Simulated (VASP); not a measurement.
# Tl (Fm-3m) in VASP: a series of runs

Tl is run at these levels: PBE; tasks: single point.

Everything below comes from runs of VASP 6.6.1. Logs are shortened: lines on timing, memory, paths and dates and some standing lists are left out, and cuts for length are marked.

### Step 1. The cell of the first run

The structure is cubic, space group Fm-3m (No. 225). The conventional cell has a = 4.965 Å, b = 4.965 Å, c = 4.965 Å, α = 90.00°, β = 90.00°, γ = 90.00°. Tl (site symmetry m-3m) has 12 Tl at 3.51 Å within 4.6 Å.

### Step 2. Single point, PBE (volume scaled by 1.02)

INCAR reads:

```
SYSTEM = Tl
PREC     = Accurate       ! precision mode
ENCUT    = 520            ! plane-wave cutoff, eV
EDIFF    = 1E-6           ! SCF threshold, eV
ISMEAR   = -1             ! smearing method
SIGMA    = 0.05           ! smearing width, eV
LREAL    = .False.        ! projectors in reciprocal space
LASPH    = .True.         ! aspherical terms in the spheres
NELM     = 100            ! most SCF steps
ALGO     = Fast           ! electronic algorithm
ISIF     = 2              ! what is computed and relaxed
LWAVE    = .False.        ! write WAVECAR
LCHARG   = .False.        ! write CHGCAR
GGA      = PE             ! functional
NBANDS   = 12             ! bands
```

KPOINTS reads:

```
regular mesh
0
Gamma
  9 9 9
  0 0 0
```

POSCAR reads:

```
Tl
1.0
    0.0000000000      2.4826750947      2.4826750947
    2.4826750947      0.0000000000      2.4826750947
    2.4826750947      2.4826750947      0.0000000000
Tl
1
Direct
    0.0000000000      0.0000000000      0.0000000000
```

Potentials or basis: VASP PAW PBE potentials, release 64 (Tl_d).

Launch:

```console
> cat potpaw_PBE.64/Tl_d/POTCAR > POTCAR
> mpirun -np 1 vasp_std > vasp.out
```

OUTCAR:

```text
SYSTEM = Tl
   PREC = Accurate
   ENCUT = 520
   EDIFF = 1E-6
   ISMEAR = -1
   LREAL = .False.
   LASPH = .True.
   NELM = 100
   ISIF = 2
   GGA = PE

 ion  position               nearest neighbor table
   1  0.000  0.000  0.000-

  LATTYP: Found a face centered cubic cell.
 ALAT       =     4.9653501894

  Lattice vectors:

 A1 = (   0.0000000000,   2.4826750947,   2.4826750947)
 A2 = (   2.4826750947,   0.0000000000,   2.4826750947)
 A3 = (   2.4826750947,   2.4826750947,   0.0000000000)

Analysis of symmetry for initial positions (statically):
=====================================================================
 Subroutine PRICEL returns:
 Original cell was already a primitive cell.

 Routine SETGRP: Setting up the symmetry group for a
 face centered cubic supercell.

 Subroutine GETGRP returns: Found 48 space group operations
 (whereof 48 operations were pure point group operations)
 out of a pool of 48 trial point group operations.

The static configuration has the point symmetry O_h .

Analysis of symmetry for dynamics (positions and initial velocities):
=====================================================================
 Subroutine PRICEL returns:
 Original cell was already a primitive cell.

 Routine SETGRP: Setting up the symmetry group for a
 face centered cubic supercell.

 Subroutine GETGRP returns: Found 48 space group operations
 (whereof 48 operations were pure point group operations)
 out of a pool of 48 trial point group operations.

The dynamic configuration has the point symmetry O_h .

 Subroutine INISYM returns: Found 48 space group operations
 (whereof 48 operations are pure point group operations),
 and found     1 'primitive' translations

----------------------------------------------------------------------------------------

                                     Primitive cell

  volume of cell :      30.6048

  direct lattice vectors                    reciprocal lattice vectors
     0.000000000  2.482675095  2.482675095    -0.201395664  0.201395664  0.201395664
     2.482675095  0.000000000  2.482675095     0.201395664 -0.201395664  0.201395664
     2.482675095  2.482675095  0.000000000     0.201395664  0.201395664 -0.201395664

  length of vectors
     3.511032790  3.511032790  3.511032790     0.348827523  0.348827523  0.348827523

  position of ions in fractional coordinates (direct lattice)
     0.000000000  0.000000000  0.000000000

  ion indices of the primitive-cell ions
   primitive index   ion index
                 1           1

----------------------------------------------------------------------------------------

 KPOINTS: regular mesh

Automatic generation of k-mesh.
 Grid dimensions read from file:
 generate k-points for:    9    9    9

 Generating k-lattice:

  Cartesian coordinates                     Fractional coordinates (reciprocal lattice)
    -0.022377296  0.022377296  0.022377296     0.111111111  0.000000000  0.000000000
     0.022377296 -0.022377296  0.022377296     0.000000000  0.111111111  0.000000000
     0.022377296  0.022377296 -0.022377296     0.000000000  0.000000000  0.111111111

  Length of vectors
     0.038758614  0.038758614  0.038758614

  Shift w.r.t. Gamma in fractional coordinates (k-lattice)
     0.000000000  0.000000000  0.000000000

 Subroutine IBZKPT returns following result:
 ===========================================

 Found     35 irreducible k-points:

 Following reciprocal coordinates:
            Coordinates               Weight
  0.000000  0.000000  0.000000      1.000000
  0.111111  0.000000  0.000000      8.000000
  0.222222  0.000000  0.000000      8.000000
  0.333333  0.000000  0.000000      8.000000
  0.444444  0.000000  0.000000      8.000000
  0.111111  0.111111  0.000000      6.000000
[... 16 lines left out ...]
 -0.333333  0.333333  0.000000     12.000000
  0.444444  0.444444  0.000000      6.000000
 [... further k-points ...]
   k-points           NKPTS =     35   k-points in BZ     NKDIM =     35   number of bands    NBANDS=     12
   number of dos      NEDOS =    301   number of ions     NIONS =      1
   total plane-waves  NPLWV =  21952
   dimension x,y,z NGX =    28 NGY =   28 NGZ =   28
   dimension x,y,z NGXF=    56 NGYF=   56 NGZF=   56
   ions per type =               1
   NGX,Y,Z   is equivalent  to a cutoff of  13.26, 13.26, 13.26 a.u.
   NGXF,Y,Z  is equivalent  to a cutoff of  26.52, 26.52, 26.52 a.u.
 SYSTEM =  Tl
   PREC   = accura    normal or accurate (medium, high low for compatibility)
   ISTART =      0    job   : 0-new  1-cont  2-samecut
   ICHARG =      2    charge: 1-file 2-atom 10-const
   ISPIN  =      1    spin polarized calculation?
   LNONCOLLINEAR =      F non collinear calculations
   LSORBIT =      F    spin-orbit coupling
   LASPH  =      T    aspherical Exc in radial PAW
   ENCUT  =  520.0 eV  38.22 Ry    6.18 a.u.   6.53  6.53  6.53*2*pi/ulx,y,z
   NELM   =    100;   NELMIN=  2; NELMDL= -5     # of ELM steps
   EDIFF  = 0.1E-05   stopping-criterion for ELM
   LREAL  =      F    real-space projection
   EDIFFG = 0.1E-04   stopping-criterion for IOM
   NSW    =      0    number of steps for IOM
   IBRION =     -1    ionic relax: 0-MD 1-quasi-New 2-CG
   NFREE  =      0    steps in history (QN), initial steepest desc. (CG)
   ISIF   =      2    stress and relaxation
   ISYM   =      2    0-nonsym 1-usesym 2-fastsym
   POTIM  = 0.5000    time-step for ionic-motion
   TEBEG  =    0.0;   TEEND  =   0.0 temperature during run
   PSTRESS=    0.0 pullay stress
   NELECT =      13.0000    total number of electrons
   NUPDOWN=      -1.0000    fix difference up-down
   EMIN   =  10.00;   EMAX   =-10.00  energy-range for DOS
   EFERMI =   0.00;   METHOD = LEGACY
   ISMEAR =    -1;   SIGMA  =   0.05  broadening in eV -4-tet -1-fermi 0-gaus
   EFERMI_NEDOS =   21; number of points for ismear=-14 and -15
   IALGO  =     68    algorithm
   IMIX   =      4    mixing-type and parameters
     AMIX     =   0.40;   BMIX     =  1.00
     AMIX_MAG =   1.60;   BMIX_MAG =  1.00
  volume/ion in A,a.u.               =      30.60       206.53
  Fermi-wavevector in a.u.,A,eV,Ry     =   1.230626  2.325546 20.605210  1.514440
  Thomas-Fermi vector in A             =   2.365467
   LORBIT       =      0    0 simple, 1 ext, 2 COOP (PROOUT), +10 PAW based schemes
   GGA     = PE    functional components
   LHFCALC =     F    Hartree Fock is set to
   AEXX    =    0.0000 exact exchange contribution
   IVDW    =     0    specifies the selected vdW correction
   LEPSILON=     F    determine dielectric tensor
   LRPA    =     F    only Hartree local field effects (RPA)
 non-spin polarized calculation
 RMM-DIIS sequential band-by-band and
  energy-cutoff  :      520.00
  volume of cell :       30.60
 maximum number of plane-waves:       869
 NGX is ok and might be reduce to    28
   NGX = 13   NGY = 13   NGZ = 13

 number of electron      13.0000000 magnetization

 Free energy of the ion-electron system (eV)
  ---------------------------------------------------
  ext. energy  EPLUGINS =         0.00000000
  ---------------------------------------------------
  free energy    TOTEN  =        -2.21020782 eV

  energy without entropy =       -2.20519793  energy(sigma->0) =       -2.20770287

 E-fermi :   5.8512     XC(G=0):  -9.8552

 val. band max:        5.7420461837   @ k =  -0.4444   0.3333   0.1111
 cond. band min:       5.9147576281   @ k =  -0.3333   0.4444   0.2222
 fundamental gap:      0.1727114444
 Fermi energy:         5.8512236334

 k-point     1 :       0.0000    0.0000    0.0000
  band No.  band energies     occupation
      1      -5.6416      2.00000
      2      -5.6416      2.00000
      3      -5.6416      2.00000
      4      -5.4099      2.00000
      5      -5.4099      2.00000
      6      -3.7125      2.00000
      7      15.5930      0.00000
      8      15.5930      0.00000
      9      15.5930      0.00000
     10      16.7354      0.00000
     11      19.3994      0.00000
     12      20.3483      0.00000

 k-point     2 :       0.1111    0.0000    0.0000
  band No.  band energies     occupation
      1      -5.6498      2.00000
      2      -5.6157      2.00000
      3      -5.6157      2.00000
      4      -5.4119      2.00000
      5      -5.4119      2.00000
      6      -3.4624      2.00000
      7      13.1394      0.00000
      8      15.3184      0.00000
      9      15.3184      0.00000
     10      16.5848      0.00000
     11      20.0022      0.00000
     12      20.8384      0.00000

 k-point     3 :       0.2222    0.0000    0.0000
  band No.  band energies     occupation
      1      -5.6870      2.00000
      2      -5.5854      2.00000
      3      -5.5854      2.00000
      4      -5.3795      2.00000
      5      -5.3795      2.00000
      6      -2.6931      2.00000
      7       9.5886      0.00000
      8      14.7088      0.00000
      9      14.7088      0.00000
     10      16.4368      0.00000
     11      19.1834      0.00000
     12      20.1813      0.00000
[... 286 lines left out ...]
 k-point    23 :      -0.3333    0.3333    0.0000
  band No.  band energies     occupation
      1      -5.7711      2.00000
      2      -5.5249      2.00000
      3      -5.4372      2.00000
      4      -5.3741      2.00000
      5      -5.2617      2.00000
      6       1.5004      2.00000
      7       5.9357      0.31187
      8       6.1612      0.00405
      9      11.5739      0.00000
     10      14.4982      0.00000
     11      21.3349      0.00000
     12      22.7736      0.00000

 k-point    24 :       0.4444    0.4444    0.0000
  band No.  band energies     occupation
      1      -5.9268      2.00000
      2      -5.8259      2.00000
      3      -5.2216      2.00000
      4      -5.1628      2.00000
      5      -5.1628      2.00000
      6       1.4405      2.00000
      7       5.0666      2.00000
      8       9.9157      0.00000
      9       9.9157      0.00000
     10      13.1340      0.00000
     11      14.4777      0.00000
     12      25.5423      0.00000

 [... further k-points ...]
[... 5 lines left out ...]
  --------------------------------------------------------------------------------------
  -------------------------------------------------------------------------------------
  Total        0.0997865      0.0997865      0.0997865     -0.0000000     -0.0000000      0.0000000
  in kB        5.2238751      5.2238751      5.2238751     -0.0000000     -0.0000000      0.0000000
  external PRESSURE =       5.2238751 kB  Pullay stress =       0.0000000 kB

 VOLUME and BASIS-vectors are now :
 -----------------------------------------------------------------------------
  energy-cutoff  :      520.00
  volume of cell :       30.60
      direct lattice vectors                 reciprocal lattice vectors
     0.000000000  2.482675095  2.482675095    -0.201395664  0.201395664  0.201395664
     2.482675095  0.000000000  2.482675095     0.201395664 -0.201395664  0.201395664
     2.482675095  2.482675095  0.000000000     0.201395664  0.201395664 -0.201395664

 POSITION                                       TOTAL-FORCE (eV/Angst)
 -----------------------------------------------------------------------------------
      0.00000      0.00000      0.00000        -0.000000     -0.000000     -0.000000
 -----------------------------------------------------------------------------------
    total drift:                               -0.000000     -0.000000     -0.000000

  FREE ENERGIE OF THE ION-ELECTRON SYSTEM (eV)
  ---------------------------------------------------
  free  energy   TOTEN  =        -2.2102078220 eV

  energy  without entropy=       -2.2051979272  energy(sigma->0) =       -2.20770287
```

It took 24 s on 1 thread of Intel Xeon Platinum 8175M at 2.50GHz (Skylake/Cascade Lake), shared host; peak memory 0.15 GiB.

Results:

* Free energy: -2.2102 eV
* Pressure: 0.5 GPa

Caveat: spin-orbit coupling is left out, which moves the levels of the heavy elements.

[end of part 1 of 2]
